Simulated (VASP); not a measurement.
Input of a VASP 6.6.1 run:

INCAR

```
SYSTEM = Ge
PREC = Accurate
ENCUT = 520
EDIFF = 1E-6
ISMEAR = -1
SIGMA = 0.05
LREAL = .False.
LASPH = .True.
NELM = 80
ALGO = Normal
ISIF = 2
LWAVE = .False.
LCHARG = .False.
GGA = PS
NBANDS = 21
```

The input KPOINTS:

```
regular mesh
0
Gamma
  13 13 13
  0 0 0
```

Contents of POSCAR:

```
Ge
1.0
    0.0000000000      2.8379511188      2.8379511188
    2.8379511188      0.0000000000      2.8379511188
    2.8379511188      2.8379511188      0.0000000000
Ge
2
Direct
   -0.1250000000     -0.1250000000     -0.1250000000
    0.1250000000      0.1250000000      0.1250000000
```

Potentials or basis: VASP PAW PBE potentials, release 64 (Ge_d).

Command:

```bash
$ cat potpaw_PBE.64/Ge_d/POTCAR > POTCAR
$ mpirun -np 1 vasp_std > vasp.out
```

Predict the pressure.

-0.4 GPa.

What does it give for the band gap on the k mesh?

Zero (filled and empty bands touch).

Caveat: the PAW data sets were made with another functional, which shifts forces and pressure a little.
